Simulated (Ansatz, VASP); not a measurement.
## SrTlI3 in VASP and in Ansatz

POSCAR

```
SrTlI3
1.0
    6.3606449253      0.0000000000      0.0000000000
    0.0000000000      6.3606449253      0.0000000000
    0.0000000000      0.0000000000      6.3606449253
Tl Sr I
1 1 3
Direct
    0.0000000000      0.0000000000      0.0000000000
    0.5000000000      0.5000000000      0.5000000000
    0.5000000000      0.5000000000      0.0000000000
    0.5000000000      0.0000000000      0.5000000000
    0.0000000000      0.5000000000      0.5000000000
```

INCAR.step1

```
SYSTEM = SrTlI3
  PREC = Accurate
  ENCUT = 520
  ISMEAR = 0
  SIGMA = 0.01
  LREAL = .False.
  LASPH = .True.
  NELM = 100
  NBANDS = 30
  GGA = PE
  ALGO = Normal
  EDIFF = 1E-4
  LWAVE = .True.
  LCHARG = .False.
```

The input INCAR.step2:

```
SYSTEM = SrTlI3
  PREC = Accurate
  ENCUT = 520
  EDIFF = 1E-6
  ISMEAR = 0
  SIGMA = 0.01
  LREAL = .False.
  LASPH = .True.
  NELM = 100
  ALGO = Normal
  ISIF = 2
  LWAVE = .False.
  LCHARG = .False.
  METAGGA = R2SCAN
  LMIXTAU = .True.
  NBANDS = 30
  ISTART = 1
```

Contents of KPOINTS:

```
Automatic mesh
0
Gamma
  4 4 4
  0 0 0
```

Input for Ansatz:

```yaml
crystal:
  lattice:
    - [6.3606449253, 0.0, 0.0]
    - [0.0, 6.3606449253, 0.0]
    - [0.0, 0.0, 6.3606449253]
  atoms:
    - { symbol: Tl, position: [0.0, 0.0, 0.0] }
    - { symbol: Sr, position: [0.5, 0.5, 0.5] }
    - { symbol: I, position: [0.5, 0.5, 0.0] }
    - { symbol: I, position: [0.5, 0.0, 0.5] }
    - { symbol: I, position: [0.0, 0.5, 0.5] }
kpoints:
  mp_grid: { grid: [4, 4, 4] }
  band_path:
    path:
      - [0.0, 0.0, 0.0]
      - [0.0, 0.5, 0.0]
      - [0.5, 0.5, 0.0]
      - [0.5, 0.5, 0.5]
      - [0.0, 0.0, 0.5]
    npoints: 1
hamiltonian:
  xc: r2scan
scf:
  occupations: { method: fixed }
  n_extra_bands: 5
output:
  forces: true
  stress: true
  eigenvalues: true
  write_density: true
  write_potential: true
  elf: true
  volumetric_format: npy
```

Alike in both runs: task single point; functional r2SCAN; k mesh 4 × 4 × 4; no spin polarisation.

```csv
,VASP,Ansatz
version,VASP 6.6.1,Ansatz 0.2.0
potentials or method,"VASP PAW PBE potentials, release 64 (Tl_d, Sr_sv, I)","plane waves, PAW"
plane-wave cutoff (eV),520,500
occupations,"gaussian, width 0.01 eV",fixed
valence electrons in the cell,44,74
```

|  | VASP | Ansatz | Ansatz less VASP |
| --- | --- | --- | --- |
| gap on the k mesh at the Fermi level (eV) | 2.91 | 2.92 | +0.006 |
| pressure (GPa) | 0.0 | 0.0 | -0.02 |

VASP's potentials were made for PBE, not for r2SCAN. VASP's potentials hold 44 valence electrons a cell and Ansatz's 74, so a difference there can come from the potentials and not from the codes.

Spin-orbit coupling is off throughout.
